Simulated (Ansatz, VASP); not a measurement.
Two plane-wave programs on AgRh

```
CELL_PARAMETERS angstrom
2.77759 0.00000 0.00000
-1.38879 2.40546 0.00000
0.00000 0.00000 4.80860
ATOMIC_POSITIONS crystal
Ag 0.00000 0.00000 0.50000
Rh 0.66667 0.33333 0.00000
```

Alike in both runs: functional PBE-based screened hybrid; k mesh 6 × 6 × 3; occupations fermi-dirac, width 0.05 eV; no spin polarisation.

|  | VASP | Ansatz |
| --- | --- | --- |
| version | VASP 6.6.1 | Ansatz 0.2.0 |
| potentials or method | VASP PAW PBE potentials, release 64 (Ag, Rh_pv) | Ansatz PAW |
| plane-wave cutoff (eV) | 520 | 420 |
| valence electrons in the cell | 26 | 36 |
| task | single point | band structure |

```csv
,VASP,Ansatz,Ansatz less VASP
gap on the k mesh at the Fermi level (eV),none,none,-
pressure (GPa),-6.0,-6.2,-0.19
"traceless stress, the component that is largest in VASP (GPa)",1.88,1.91,+0.027
```

VASP's potentials were made for PBE, not for PBE-based screened hybrid. A gap of «none» marks a metal or a gap that the smearing closes. The functional is the same, so the differences come from potentials, cutoffs and numerics. VASP's potentials hold 26 valence electrons a cell and Ansatz's 36, so a difference there can come from the potentials and not from the codes.

The k mesh is coarse, so the values compare programs but aren't converged.
